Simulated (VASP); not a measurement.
# Br (Im-3m) in VASP: notebook, part 2 of 2

VASP 6.6.1. Earlier steps stand in the parts before.

## Step 4: Relaxation of cell and atoms, r2SCAN, target pressure 10 GPa, at which the enthalpy is minimised

Contents of POSCAR:

```
Br
1.0
    1.8700000000      1.8700000000      1.8700000000
   -1.8700000000      1.8700000000      1.8700000000
   -1.8700000000     -1.8700000000      1.8700000000
Br
1
Direct
    0.0000000000      0.0000000000      0.0000000000
```

Contents of INCAR.step1:

```
SYSTEM = Br
  PREC = Accurate
  ENCUT = 600
  ISMEAR = -1
  SIGMA = 0.02
  LREAL = .FALSE.
  LASPH = .TRUE.
  NELM = 60
  GGA = PE
  ALGO = Normal
  EDIFF = 1E-4
  LWAVE = .TRUE.
  LCHARG = .FALSE.
```

Contents of INCAR.step2:

```
SYSTEM = Br
  PREC = Accurate
  ENCUT = 600
  EDIFF = 1E-7
  ISMEAR = -1
  SIGMA = 0.02
  LREAL = .FALSE.
  LASPH = .TRUE.
  NELM = 60
  ALGO = Normal
  ISIF = 3
  LWAVE = .FALSE.
  LCHARG = .FALSE.
  METAGGA = R2SCAN
  LMIXTAU = .TRUE.
  IBRION = 2
  NSW = 80
  EDIFFG = -0.01
  PSTRESS = 100.0
  ISTART = 1
```

Contents of KPOINTS:

```
Automatic mesh
0
G
  8 8 8
  0 0 0
```

Potentials or basis: VASP PAW PBE potentials, release 64 (Br).

Command:

```console
> cat potpaw_PBE.64/Br/POTCAR > POTCAR
> cp INCAR.step1 INCAR
> mpirun -np 1 vasp_std > vasp.out
> cp INCAR.step2 INCAR
> mpirun -np 1 vasp_std > vasp.out
```

OUTCAR:

```text
SYSTEM = Br
   PREC = Accurate
   ENCUT = 600
   EDIFF = 1E-7
   ISMEAR = -1
   LREAL = .FALSE.
   LASPH = .TRUE.
   NELM = 60
   ISIF = 3
   METAGGA = R2SCAN
   IBRION = 2
   NSW = 80
   EDIFFG = -0.01
   PSTRESS = 100.0
   ISTART = 1

 ion  position               nearest neighbor table
   1  0.000  0.000  0.000-

  LATTYP: Found a body centered cubic cell.
 ALAT       =     3.7400000000

  Lattice vectors:

 A1 = (   1.8700000000,  -1.8700000000,  -1.8700000000)
 A2 = (   1.8700000000,   1.8700000000,   1.8700000000)
 A3 = (  -1.8700000000,  -1.8700000000,   1.8700000000)

Analysis of symmetry for initial positions (statically):
=====================================================================
 Subroutine PRICEL returns:
 Original cell was already a primitive cell.

 Routine SETGRP: Setting up the symmetry group for a
 body centered cubic supercell.

 Subroutine GETGRP returns: Found 48 space group operations
 (whereof 48 operations were pure point group operations)
 out of a pool of 48 trial point group operations.

The static configuration has the point symmetry O_h .

Analysis of symmetry for dynamics (positions and initial velocities):
=====================================================================
 Subroutine PRICEL returns:
 Original cell was already a primitive cell.

 Routine SETGRP: Setting up the symmetry group for a
 body centered cubic supercell.

 Subroutine GETGRP returns: Found 48 space group operations
 (whereof 48 operations were pure point group operations)
 out of a pool of 48 trial point group operations.

The dynamic configuration has the point symmetry O_h .

 Subroutine INISYM returns: Found 48 space group operations
 (whereof 48 operations are pure point group operations),
 and found     1 'primitive' translations

----------------------------------------------------------------------------------------

                                     Primitive cell

  volume of cell :      26.1568
[... 75 lines left out ...]
   NGX,Y,Z   is equivalent  to a cutoff of  14.37, 14.37, 14.37 a.u.
   NGXF,Y,Z  is equivalent  to a cutoff of  28.74, 28.74, 28.74 a.u.
 SYSTEM =  Br
   PREC   = accura    normal or accurate (medium, high low for compatibility)
   ISTART =      1    job   : 0-new  1-cont  2-samecut
   ICHARG =      0    charge: 1-file 2-atom 10-const
   ISPIN  =      1    spin polarized calculation?
   LNONCOLLINEAR =      F non collinear calculations
   LSORBIT =      F    spin-orbit coupling
   LASPH  =      T    aspherical Exc in radial PAW
   ENCUT  =  600.0 eV  44.10 Ry    6.64 a.u.   6.47  6.47  6.47*2*pi/ulx,y,z
   NELM   =     60;   NELMIN=  2; NELMDL=  0     # of ELM steps
   EDIFF  = 0.1E-06   stopping-criterion for ELM
   LREAL  =      F    real-space projection
   EDIFFG = -.1E-01   stopping-criterion for IOM
   NSW    =     80    number of steps for IOM
   IBRION =      2    ionic relax: 0-MD 1-quasi-New 2-CG
   NFREE  =      1    steps in history (QN), initial steepest desc. (CG)
   ISIF   =      3    stress and relaxation
   ISYM   =      2    0-nonsym 1-usesym 2-fastsym
   POTIM  = 0.5000    time-step for ionic-motion
   TEBEG  =    0.0;   TEEND  =   0.0 temperature during run
   PSTRESS=  100.0 pullay stress
   NELECT =       7.0000    total number of electrons
   NUPDOWN=      -1.0000    fix difference up-down
   EMIN   =  10.00;   EMAX   =-10.00  energy-range for DOS
   EFERMI =   0.00;   METHOD = LEGACY
   ISMEAR =    -1;   SIGMA  =   0.02  broadening in eV -4-tet -1-fermi 0-gaus
   EFERMI_NEDOS =   21; number of points for ismear=-14 and -15
   IALGO  =     38    algorithm
   IMIX   =      4    mixing-type and parameters
     AMIX     =   0.40;   BMIX     =  1.00
     AMIX_MAG =   1.60;   BMIX_MAG =  1.00
  volume/ion in A,a.u.               =      26.16       176.51
  Fermi-wavevector in a.u.,A,eV,Ry     =   1.054984  1.993631 15.143168  1.112991
  Thomas-Fermi vector in A             =   2.190165
   LORBIT       =      0    0 simple, 1 ext, 2 COOP (PROOUT), +10 PAW based schemes
   METAGGA = R2SCAN    functional components
   LHFCALC =     F    Hartree Fock is set to
   AEXX    =    0.0000 exact exchange contribution
   IVDW    =     0    specifies the selected vdW correction
   LEPSILON=     F    determine dielectric tensor
   LRPA    =     F    only Hartree local field effects (RPA)
 conjugate gradient relaxation of ions
 non-spin polarized calculation
  energy-cutoff  :      600.00
  volume of cell :       26.16
 maximum number of plane-waves:       899
 NGX is ok and might be reduce to    28
   NGX = 13   NGY = 13   NGZ = 13

--------------------------------------- Ionic step        1  -------------------------------------------

 number of electron       7.0000000 magnetization

 Free energy of the ion-electron system (eV)
  ---------------------------------------------------
  ext. energy  EPLUGINS =         0.00000000
  ---------------------------------------------------
  free energy    TOTEN  =       -12.58494750 eV

  energy without entropy =      -12.58164044  energy(sigma->0) =      -12.58329397

 E-fermi :   1.3346     XC(G=0):  -9.7838

 val. band max:        1.3113527891   @ k =  -0.3750   0.2500   0.0000
 cond. band min:       1.3382573368   @ k =   0.2500   0.1250   0.1250
 fundamental gap:      0.0269045478
 Fermi energy:         1.3346185755
[... 562 lines left out ...]
--------------------------------------- Ionic step        3  -------------------------------------------

 number of electron       7.0000001 magnetization

 Free energy of the ion-electron system (eV)
  ---------------------------------------------------
  ext. energy  EPLUGINS =         0.00000000
  ---------------------------------------------------
  free energy    TOTEN  =       -12.47080293 eV

  energy without entropy =      -12.46867218  energy(sigma->0) =      -12.46973756

 E-fermi :   3.4422     XC(G=0): -10.6864

 val. band max:        3.3902592279   @ k =  -0.3750   0.2500   0.0000
 cond. band min:       3.4623228961   @ k =   0.2500   0.1250   0.1250
 fundamental gap:      0.0720636683
 Fermi energy:         3.4421574934
[... 272 lines left out ...]
  energy  without entropy=      -12.4686721807  energy(sigma->0) =      -12.46973756

  enthalpy is  TOTEN    =       -11.1025678018 eV   P V=        1.3682351282

 reached required accuracy - stopping structural energy minimisation
```

Run time: 80 s. Hardware: 1 thread of Intel Xeon Platinum 8488C (Sapphire Rapids), shared host; peak memory 0.17 GiB.

Results:

```yaml
Free_energy: -12.4708 eV
Relaxed_volume: 21.92 Å³/atom
Relaxed_cell: a = 3.054 Å, b = 3.054 Å, c = 3.054 Å, α = 70.53°, β = 109.47°, γ = 70.53°
Space_group_after_relaxing_to_0.05_Å: Im-3m (No. 229)
Energy_change_on_relaxing_the_enthalpy_is_what_falls: +114.1 meV/atom
Ionic_steps: 3
Pressure_after_relaxing: 10.0 GPa
```

The path:
| step | energy change (eV) | largest force (eV/Å) | pressure (GPa) | volume (Å³) |
| --- | --- | --- | --- | --- |
| 1 | 0.0000 | 0.0000 | 0.24 | 26.16 |
| 2 | 0.2212 | 0.0000 | 15.80 | 20.57 |
| 3 | 0.1141 | 0.0000 | 9.98 | 21.92 |

Final structure:
```
Br
1.0
     1.76307    1.76307    1.76307
    -1.76307    1.76307    1.76307
    -1.76307   -1.76307    1.76307
Br
1
Cartesian
  0.0000 0.0000 0.0000
```

Levels at points of the mesh, in eV from the Fermi level:
| k point | band 1 | band 2 | band 3 | band 4 | band 5 | band 6 | band 7 |
| --- | --- | --- | --- | --- | --- | --- | --- |
| (0.00, 0.00, 0.00) | -17.30 | 1.15 | 1.15 | 1.15 | 10.34 | 13.50 | 13.50 |
| (0.50, 0.00, 0.00) | -14.99 | -6.10 | -1.03 | 0.72 | 8.09 | 9.91 | 18.38 |
| (0.50, 0.50, 0.50) | -13.48 | -3.50 | -3.50 | -3.50 | 6.13 | 6.13 | 22.87 |

Caveat: the cell is relaxed towards a set pressure, so the enthalpy falls and the energy may rise; the volume moved by over 15 % at a fixed basis, so the end points are rough; the PAW data sets were made with another functional, which shifts forces and pressure a little; an odd number of electrons without spin polarisation forces a metal; a magnetic or distorted state may lie lower.

## Step 5: Relaxation of cell and atoms, r2SCAN, target pressure 20 GPa, at which the enthalpy is minimised

POSCAR is that of step 4.

Contents of INCAR.step1:

```
SYSTEM = Br
PREC = Accurate ; ENCUT = 600
ISMEAR = -1 ; SIGMA = 0.02
LREAL = .False. ; LASPH = .True.
NELM = 100 ; GGA = PE
ALGO = Normal ; EDIFF = 1E-4
LWAVE = .True. ; LCHARG = .False.
```

Contents of INCAR.step2:

```
SYSTEM = Br
PREC = Accurate ; ENCUT = 600
EDIFF = 1E-6 ; ISMEAR = -1
SIGMA = 0.02 ; LREAL = .False.
LASPH = .True. ; NELM = 100
ALGO = Normal ; ISIF = 3
LWAVE = .False. ; LCHARG = .False.
METAGGA = R2SCAN ; LMIXTAU = .True.
IBRION = 2 ; NSW = 80
EDIFFG = -0.01 ; PSTRESS = 200.0
ISTART = 1
```

Contents of KPOINTS:

```
Automatic mesh
0
Gamma
  8 8 8
  0 0 0
```

Potentials or basis: VASP PAW PBE potentials, release 64 (Br).

Command:

```console
> cat potpaw_PBE.64/Br/POTCAR > POTCAR
> cp INCAR.step1 INCAR
> mpirun -np 1 vasp_std > vasp.out
> cp INCAR.step2 INCAR
> mpirun -np 1 vasp_std > vasp.out
```

OUTCAR:

```text
SYSTEM = Br
   PREC = Accurate
   ENCUT = 600
   EDIFF = 1E-6
   ISMEAR = -1
   LREAL = .False.
   LASPH = .True.
   NELM = 100
   ISIF = 3
   METAGGA = R2SCAN
   IBRION = 2
   NSW = 80
   EDIFFG = -0.01
   PSTRESS = 200.0
   ISTART = 1

 ion  position               nearest neighbor table
   1  0.000  0.000  0.000-

  LATTYP: Found a body centered cubic cell.
 ALAT       =     3.7400000000

  Lattice vectors:

 A1 = (   1.8700000000,  -1.8700000000,  -1.8700000000)
 A2 = (   1.8700000000,   1.8700000000,   1.8700000000)
 A3 = (  -1.8700000000,  -1.8700000000,   1.8700000000)

Analysis of symmetry for initial positions (statically):
=====================================================================
 Subroutine PRICEL returns:
 Original cell was already a primitive cell.

 Routine SETGRP: Setting up the symmetry group for a
 body centered cubic supercell.
[... 168 lines left out ...]
 E-fermi :   1.3346     XC(G=0):  -9.7838

 val. band max:        1.3113526771   @ k =  -0.3750   0.2500   0.0000
 cond. band min:       1.3382575950   @ k =   0.2500   0.1250   0.1250
 fundamental gap:      0.0269049179
 Fermi energy:         1.3346186367

 k-point     1 :       0.0000    0.0000    0.0000
  band No.  band energies     occupation
      1     -14.6181      2.00000
      2       2.1446      0.00000
      3       2.1446      0.00000
      4       2.1446      0.00000
      5      10.3298      0.00000
      6      14.8247      0.00000
      7      14.8247      0.00000
[... 451 lines left out ...]
--------------------------------------- Ionic step        7  -------------------------------------------

 number of electron       7.0000001 magnetization

 Free energy of the ion-electron system (eV)
  ---------------------------------------------------
  ext. energy  EPLUGINS =         0.00000000
  ---------------------------------------------------
  free energy    TOTEN  =       -12.27892872 eV

  energy without entropy =      -12.27736964  energy(sigma->0) =      -12.27814918

 E-fermi :   4.8326     XC(G=0): -11.2249

 val. band max:        4.7432483686   @ k =  -0.3750   0.2500   0.0000
 cond. band min:       4.8633973117   @ k =   0.2500   0.1250   0.1250
 fundamental gap:      0.1201489431
 Fermi energy:         4.8325788324

 k-point     1 :       0.0000    0.0000    0.0000
  band No.  band energies     occupation
      1     -13.4285      2.00000
      2       6.2329      0.00000
      3       6.2329      0.00000
      4       6.2329      0.00000
      5      16.1605      0.00000
      6      18.2997      0.00000
      7      18.2997      0.00000
[... 262 lines left out ...]
  energy  without entropy=      -12.2773696430  energy(sigma->0) =      -12.27814918

  enthalpy is  TOTEN    =        -9.8057193695 eV   P V=        2.4732093540

 reached required accuracy - stopping structural energy minimisation
```

It took 3.1 min on 1 thread of Intel Xeon Platinum 8488C (Sapphire Rapids), shared host; peak memory 0.17 GiB.

What came out:

* Free energy: -12.2789 eV
* Relaxed volume: 19.81 Å³/atom
* Relaxed cell: a = 2.952 Å, b = 2.952 Å, c = 2.952 Å, α = 70.53°, β = 109.47°, γ = 70.53°
* Space group after relaxing (to 0.05 Å): Im-3m (No. 229)
* Energy change on relaxing (the enthalpy is what falls): +306.0 meV/atom
* Ionic steps: 7
* Pressure after relaxing: 20.0 GPa

Step by step:
```tsv
step	energy change (eV)	largest force (eV/Å)	pressure (GPa)	volume (Å³)
1	0.0000	0.0000	0.24	26.16
2	1.2656	0.0000	62.50	15.74
3	0.2787	0.0000	18.67	20.04
4	0.2999	0.0000	19.71	19.86
5	0.3142	0.0000	20.40	19.75
6	0.2979	0.0000	19.61	19.88
7	0.3060	0.0000	20.00	19.81
```

Final structure:
```
Br
1.0
     1.70462    1.70462    1.70462
    -1.70462    1.70462    1.70462
    -1.70462   -1.70462    1.70462
Br
1
Direct
  0.00000 0.00000 0.00000
```

Caveat: the cell is relaxed towards a set pressure, so the enthalpy falls and the energy may rise; the volume moved by over 15 % at a fixed basis, so the end points are rough; the PAW data sets were made with another functional, which shifts forces and pressure a little; an odd number of electrons without spin polarisation forces a metal; a magnetic or distorted state may lie lower.

## Step 6: Overview

```tsv
cell	gap on the mesh (eV)	pressure (GPa)
relaxed	none	0.0
relaxed to 5 GPa	none	5.0
relaxed to 10 GPa	none	10.0
relaxed to 20 GPa	none	20.0
```

Alike in all rows: task relaxation of cell and atoms; level r2SCAN; potentials or basis VASP PAW PBE potentials, release 64 (Br); no spin polarisation; k mesh 8 × 8 × 8; cutoff (eV) 600; smearing fermi-dirac 0.02 eV.

Caveats: the PAW data sets were made with another functional, which shifts forces and pressure a little; an odd number of electrons without spin polarisation forces a metal; a magnetic or distorted state may lie lower; the cell is relaxed towards a set pressure, so the enthalpy falls and the energy may rise (some runs); the volume moved by over 15 % at a fixed basis, so the end points are rough (some runs).

Total energies depend on the potentials used, so only differences within one code and one set of settings carry meaning.
